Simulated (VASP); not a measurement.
Zr2O, 6 atoms in the cell. Symmetry: P4_2/nnm, No. 134, tetragonal system. Conventional cell: a = 4.872 Å, b = 4.872 Å, c = 4.728 Å, α = 90.00°, β = 90.00°, γ = 90.00°. Zr (site symmetry 2/m) has 2 O at 2.09 Å within 2.8 Å. Within 2.8 Å of O (site symmetry -42m) lie 4 Zr at 2.09 Å.  This cell differs from its parent crystal: strain +0.015 along x and y, -0.015 along z.

- Program: VASP 6.6.1
- Task: single point
- Functional: PBEsol
- Potentials or basis: VASP PAW PBE potentials, release 64 (Zr_sv, O)
- Cutoff: 520 eV
- k mesh: 10 × 10 × 10
- Occupations: gaussian, width 0.15 eV
- Spin: no spin polarisation
- Dipole correction: no
- Further INCAR settings: ALGO = Normal; EDIFF = 1e-06; NBANDS = 39

Potentials or basis: VASP PAW PBE potentials, release 64 (Zr_sv, O).

The run is started by

```sh
$ cat potpaw_PBE.64/Zr_sv/POTCAR potpaw_PBE.64/O/POTCAR > POTCAR
$ mpirun -np 1 vasp_std > vasp.out
```

Hardware: 1 thread of Intel(R) Xeon(R) 6975P-C (Granite Rapids), with other jobs on the host.

Estimate the wall time of this run.

Run time: 2.8 min on 1 thread of Intel(R) Xeon(R) 6975P-C (Granite Rapids), on a shared host, peak memory 0.49 GiB. Counts: scf iterations 13, k points 126.
